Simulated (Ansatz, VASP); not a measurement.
**SnTe: VASP beside Ansatz**

```
CELL_PARAMETERS angstrom
0.00000 3.56234 3.56234
3.56234 0.00000 3.56234
3.56234 3.56234 0.00000
ATOMIC_POSITIONS crystal
Te 0.25000 0.25000 0.25000
Sn 0.00000 0.00000 0.00000
```

Alike in both runs: task single point; functional HSE06; k mesh 4 × 4 × 4; occupations fermi-dirac, width 0.05 eV; no spin polarisation.

```csv
,VASP,Ansatz
version,VASP 6.6.1,Ansatz 0.2.0
potentials or method,"VASP PAW PBE potentials, release 64 (Te, Sn_d)",Ansatz PAW
plane-wave cutoff (eV),520,420
valence electrons in the cell,20,30
```

VASP gave:

```
gap on the k mesh at the Fermi level (eV) : 0.22
least direct gap on the mesh (eV)         : 1.08
pressure (GPa)                            : 0.3
```

Q: Which values does Ansatz return?

A: gap on the k mesh at the Fermi level (eV): 0.24; least direct gap on the mesh (eV): 1.10; pressure (GPa): 0.4.

VASP's potentials hold 20 valence electrons a cell and Ansatz's 30, so a difference there can come from the potentials and not from the codes.

Spin-orbit coupling is off throughout.
